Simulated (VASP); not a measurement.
Sc: single point with r2SCAN

Crystal: Sc.

```
CELL_PARAMETERS angstrom
3.26428 0.00000 0.00000
-1.63214 2.82695 0.00000
0.00000 0.00000 5.20203
ATOMIC_POSITIONS crystal
Sc 0.33333 0.66667 0.25000
Sc 0.66667 0.33333 0.75000
```

- Program: VASP 6.6.1
- Task: single point
- Functional: r2SCAN
- Potentials or basis: VASP PAW PBE potentials, release 64 (Sc_sv)
- Cutoff: 520 eV
- k mesh: 10 × 10 × 6
- Occupations: fermi-dirac, width 0.1 eV
- Spin: no spin polarisation

| Item | Value |
| --- | --- |
| Pressure | 2.7 GPa |
| Band gap on the k mesh | zero (bands 11 and 12 overlap by 1.53 eV) |

Stress tensor (GPa, compression positive):
```
3.21 0.00 0.00
0.00 3.21 0.00
0.00 0.00 1.62
```

Levels at points of the mesh, in eV from the Fermi level:
| k point | band 7 | band 8 | band 9 | band 10 | band 11 | band 12 | band 13 | band 14 | band 15 | band 16 |
| --- | --- | --- | --- | --- | --- | --- | --- | --- | --- | --- |
| (0.00, 0.00, 0.00) | -28.86 | -28.85 | -5.56 | -1.77 | 0.34 | 1.87 | 1.87 | 2.00 | 2.33 | 2.33 |
| (0.50, 0.00, 0.00) | -28.97 | -28.91 | -1.70 | -1.14 | -0.75 | -0.36 | 1.38 | 1.67 | 2.03 | 4.24 |
| (0.00, 0.00, 0.50) | -28.89 | -28.89 | -3.95 | -3.95 | 1.03 | 1.03 | 1.81 | 1.81 | 1.81 | 1.81 |
| (0.50, 0.00, 0.50) | -28.97 | -28.97 | -1.57 | -1.57 | 0.04 | 0.04 | 1.36 | 1.36 | 2.74 | 2.74 |

Wall time 110 s on 1 thread of AMD EPYC 9R45 96-Core Processor (Zen 5) (shared host), peak memory 0.16 GiB.

Caveat: the PAW data sets were made with another functional, which shifts forces and pressure a little.
